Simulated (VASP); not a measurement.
# Sn3Te (I4/mmm) in VASP: single point with BLYP

Aim: the single point of Sn3Te with BLYP.

Everything below comes from runs of VASP 6.6.1. Logs are shortened: lines on timing, memory, paths and dates and some standing lists are left out, and cuts for length are marked.

## Step 1: The cell of the first run

The structure is tetragonal, space group I4/mmm (No. 139). Conventional cell: a = 4.602 Å, b = 4.602 Å, c = 11.033 Å, α = 90.00°, β = 90.00°, γ = 90.00°. Within 4.3 Å of Te (site symmetry 4/mmm) lie 12 Sn at 3.25 to 3.59 Å. Sn (site symmetry 4/mmm) has 4 Te at 3.25 Å and 8 Sn at 3.59 Å within 4.3 Å. Within 4.3 Å of Sn (site symmetry -4m2) lie 8 Sn at 3.25 to 3.59 Å and 4 Te at 3.59 Å.

## Step 2: Single point, BLYP

POSCAR reads:

```
Sn3Te
1.0
   -2.3009040000      2.3009040000      5.5164940000
    2.3009040000     -2.3009040000      5.5164940000
    2.3009040000      2.3009040000     -5.5164940000
Te Sn
1 3
Direct
    0.0000000000      0.0000000000      0.0000000000
    0.5000000000      0.5000000000      0.0000000000
    0.2500000000      0.7500000000      0.5000000000
    0.7500000000      0.2500000000      0.5000000000
```

INCAR.step1 reads:

```
PREC = Accurate
ENCUT = 520
EDIFF = 1E-6
ISMEAR = -1
SIGMA = 0.05
LREAL = False
LASPH = True
NELM = 100
ALGO = Fast
ISIF = 2
LWAVE = False
LCHARG = True
GGA = B5
ALDAX = 1.0
AGGAX = 1.0
AGGAC = 1.0
ALDAC = 0.0
NBANDS = 32
```

KPOINTS.step1 reads:

```
Automatic mesh
0
Gamma
  5 5 5
```

INCAR.step2 reads:

```
PREC = Accurate
ENCUT = 520
EDIFF = 1E-6
ISMEAR = -5
SIGMA = 0.05
LREAL = False
LASPH = True
NELM = 100
ALGO = Fast
ISIF = 2
LWAVE = False
LCHARG = False
GGA = B5
ALDAX = 1.0
AGGAX = 1.0
AGGAC = 1.0
ALDAC = 0.0
LORBIT = 11
NEDOS = 1001
ICHARG = 11
```

KPOINTS.step2 reads:

```
Automatic mesh
0
Gamma
  8 8 8
```

Potentials or basis: VASP PAW PBE potentials, release 64 (Te, Sn_d).

The run is started by

```console
$ cat potpaw_PBE.64/Te/POTCAR potpaw_PBE.64/Sn_d/POTCAR > POTCAR
$ cp INCAR.step1 INCAR
$ cp KPOINTS.step1 KPOINTS
$ mpirun -np 1 vasp_std > vasp.out
$ cp INCAR.step2 INCAR
$ cp KPOINTS.step2 KPOINTS
$ mpirun -np 1 vasp_std > vasp.out
```

OUTCAR:

```text
PREC = Accurate
   ENCUT = 520
   EDIFF = 1E-6
   ISMEAR = -5
   LREAL = False
   LASPH = True
   NELM = 100
   ISIF = 2
   GGA = B5
   LORBIT = 11
   ICHARG = 11

 ion  position               nearest neighbor table
   1  0.000  0.000  0.000-   2 3.25   2 3.25   2 3.25   2 3.25   4 3.59   3 3.59   4 3.59   3 3.59
                             4 3.59   4 3.59   3 3.59   3 3.59
   2  0.500  0.500  0.000-   1 3.25   1 3.25   1 3.25   1 3.25   4 3.59   3 3.59   4 3.59   4 3.59
                             3 3.59   3 3.59   4 3.59   3 3.59
   3  0.250  0.750  0.500-   4 3.25   4 3.25   4 3.25   4 3.25   2 3.59   1 3.59   2 3.59   2 3.59
                             1 3.59   1 3.59   2 3.59   1 3.59
   4  0.750  0.250  0.500-   3 3.25   3 3.25   3 3.25   3 3.25   2 3.59   1 3.59   2 3.59   1 3.59
                             2 3.59   2 3.59   1 3.59   1 3.59

  LATTYP: Found a body centered tetragonal cell.
 ALAT       =     4.6018080000
 C/A-ratio  =     2.3975333173

  Lattice vectors:

 A1 = (  -2.3009040000,   2.3009040000,   5.5164940000)
 A2 = (   2.3009040000,  -2.3009040000,   5.5164940000)
 A3 = (   2.3009040000,   2.3009040000,  -5.5164940000)

Analysis of symmetry for initial positions (statically):
=====================================================================
 Subroutine PRICEL returns:
 Original cell was already a primitive cell.

 Routine SETGRP: Setting up the symmetry group for a
 body centered tetragonal supercell.

 Subroutine GETGRP returns: Found 16 space group operations
 (whereof 16 operations were pure point group operations)
 out of a pool of 16 trial point group operations.

The static configuration has the point symmetry D_4h.

Analysis of symmetry for dynamics (positions and initial velocities):
=====================================================================
 Subroutine PRICEL returns:
 Original cell was already a primitive cell.

 Routine SETGRP: Setting up the symmetry group for a
 body centered tetragonal supercell.

 Subroutine GETGRP returns: Found 16 space group operations
 (whereof 16 operations were pure point group operations)
 out of a pool of 16 trial point group operations.

The dynamic configuration has the point symmetry D_4h.

 Subroutine INISYM returns: Found 16 space group operations
 (whereof 16 operations are pure point group operations),
 and found     1 'primitive' translations

[... 107 lines left out ...]
   ISYM   =      2    0-nonsym 1-usesym 2-fastsym
   POTIM  = 0.5000    time-step for ionic-motion
   TEBEG  =    0.0;   TEEND  =   0.0 temperature during run
   PSTRESS=    0.0 pullay stress
   NELECT =      48.0000    total number of electrons
   NUPDOWN=      -1.0000    fix difference up-down
   EMIN   =  10.00;   EMAX   =-10.00  energy-range for DOS
   EFERMI =   0.00;   METHOD = LEGACY
   ISMEAR =    -5;   SIGMA  =   0.05  broadening in eV -4-tet -1-fermi 0-gaus
   EFERMI_NEDOS =   21; number of points for ismear=-14 and -15
   IALGO  =     68    algorithm
   IMIX   =      4    mixing-type and parameters
     AMIX     =   0.40;   BMIX     =  1.00
     AMIX_MAG =   1.60;   BMIX_MAG =  1.00
  volume/ion in A,a.u.               =      29.21       197.09
  Fermi-wavevector in a.u.,A,eV,Ry     =   1.217069  2.299927 20.153724  1.481257
  Thomas-Fermi vector in A             =   2.352402
   LORBIT       =     11    0 simple, 1 ext, 2 COOP (PROOUT), +10 PAW based schemes
   GGA     = B5    functional components
   LHFCALC =     F    Hartree Fock is set to
   AEXX    =    0.0000 exact exchange contribution
   IVDW    =     0    specifies the selected vdW correction
   LEPSILON=     F    determine dielectric tensor
   LRPA    =     F    only Hartree local field effects (RPA)
 non-spin polarized calculation
 RMM-DIIS sequential band-by-band and
 Fermi weights with tetrahedron method with Bloechl corrections
  energy-cutoff  :      520.00
  volume of cell :      116.82
 maximum number of plane-waves:      3184

 number of electron      47.9999996 magnetization

 Free energy of the ion-electron system (eV)
  ---------------------------------------------------
  ext. energy  EPLUGINS =         0.00000000
  ---------------------------------------------------
  free energy    TOTEN  =       -11.22877890 eV

  energy without entropy =      -11.22877890  energy(sigma->0) =      -11.22877890

 E-fermi :   7.9857     XC(G=0):  -9.3672

 val. band max:        8.1420205224   @ k =  -0.2500   0.3750   0.1250
 cond. band min:       7.7601141436   @ k =   0.5000   0.5000   0.1250
 fundamental gap:     -0.3819063788
 Fermi energy:         7.9856724722

 k-point     1 :       0.0000    0.0000    0.0000
  band No.  band energies     occupation
      1     -13.7838      2.00000
      2     -13.7713      2.00000
      3     -13.7157      2.00000
      4     -13.7155      2.00000
      5     -13.7155      2.00000
      6     -13.7145      2.00000
[... 733 lines left out ...]
     27      10.2928      0.00000
     28      10.8289      0.00000

 [... further k-points ...]

------------------------ aborting loop because EDIFF is reached ----------------------------------------

  FORCE on cell =-STRESS in cart. coord.  units (eV):
  Direction    XX          YY          ZZ          XY          YZ          ZX
  --------------------------------------------------------------------------------------
  -------------------------------------------------------------------------------------
  Total        3.2599946      3.2599946      3.8026139      0.0000000      0.0000000     -0.0000000
  in kB       44.7102738     44.7102738     52.1522047      0.0000000      0.0000000     -0.0000000
  external PRESSURE =      47.1909174 kB  Pullay stress =       0.0000000 kB

 VOLUME and BASIS-vectors are now :
 -----------------------------------------------------------------------------
  energy-cutoff  :      520.00
  volume of cell :      116.82
      direct lattice vectors                 reciprocal lattice vectors
    -2.300904000  2.300904000  5.516494000     0.000000000  0.217305894  0.090637278
     2.300904000 -2.300904000  5.516494000     0.217305894  0.000000000  0.090637278
     2.300904000  2.300904000 -5.516494000     0.217305894  0.217305894  0.000000000

 POSITION                                       TOTAL-FORCE (eV/Angst)
 -----------------------------------------------------------------------------------
      0.00000      0.00000      0.00000         0.000000      0.000000      0.000000
      0.00000      0.00000      5.51649         0.000000      0.000000      0.000000
      2.30090      0.00000      2.75825         0.000000     -0.000000     -0.000000
      0.00000      2.30090      2.75825        -0.000000      0.000000     -0.000000
 -----------------------------------------------------------------------------------
    total drift:                                0.000000     -0.000000      0.000000

  FREE ENERGIE OF THE ION-ELECTRON SYSTEM (eV)
  ---------------------------------------------------
  free  energy   TOTEN  =       -11.2287788990 eV

  energy  without entropy=      -11.2287788990  energy(sigma->0) =      -11.22877890

 total charge

# of ion       s       p       d       tot
------------------------------------------
    1        1.433   1.914   0.033   3.380
    2        1.354   0.790   9.975  12.119
    3        1.329   0.846   9.969  12.143
    4        1.329   0.846   9.969  12.143
--------------------------------------------------
tot          5.445   4.395  29.945  39.785
```

OSZICAR.step1:

```text
N       E                     dE             d eps       ncg     rms          rms(c)
DAV:   1     0.444736430188E+03    0.44474E+03   -0.23269E+04  1224   0.207E+03
DAV:   2     0.449342637354E+02   -0.39980E+03   -0.38841E+03  1152   0.540E+02
DAV:   3    -0.895331368043E+01   -0.53888E+02   -0.52521E+02  1416   0.170E+02
DAV:   4    -0.112394823313E+02   -0.22862E+01   -0.22827E+01  1296   0.380E+01
DAV:   5    -0.113264550163E+02   -0.86973E-01   -0.86968E-01  1816   0.748E+00    0.539E+00
RMM:   6    -0.112604365953E+02    0.66018E-01   -0.10907E-01  1362   0.273E+00    0.322E+00
RMM:   7    -0.112548101415E+02    0.56265E-02   -0.54823E-02  1345   0.180E+00    0.618E-01
RMM:   8    -0.112548528438E+02   -0.42702E-04   -0.86833E-03  1541   0.748E-01    0.971E-02
RMM:   9    -0.112551528187E+02   -0.29997E-03   -0.25249E-03  1845   0.378E-01    0.487E-02
RMM:  10    -0.112551908609E+02   -0.38042E-04   -0.34012E-04  1863   0.120E-01    0.195E-02
RMM:  11    -0.112551945090E+02   -0.36481E-05   -0.50073E-05  1833   0.448E-02    0.405E-03
RMM:  12    -0.112551951975E+02   -0.68847E-06   -0.10006E-05  1388   0.186E-02    0.206E-03
RMM:  13    -0.112551951234E+02    0.74087E-07   -0.13192E-06   851   0.971E-03
   1 F= -.11255195E+02 E0= -.11245990E+02  d E =-.184093E-01
```

Wall time 11 min (1 thread of Intel Xeon 8259CL, shared host); peak memory 0.41 GiB.

Results:

```yaml
Valence_electrons_inside_the_program's_atomic_spheres: Te 3.38; Sn 12.12, 12.14 (each value once)
```

Caveat: the PAW data sets were made with another functional, which shifts forces and pressure a little; spin-orbit coupling is left out, which moves the levels of the heavy elements.
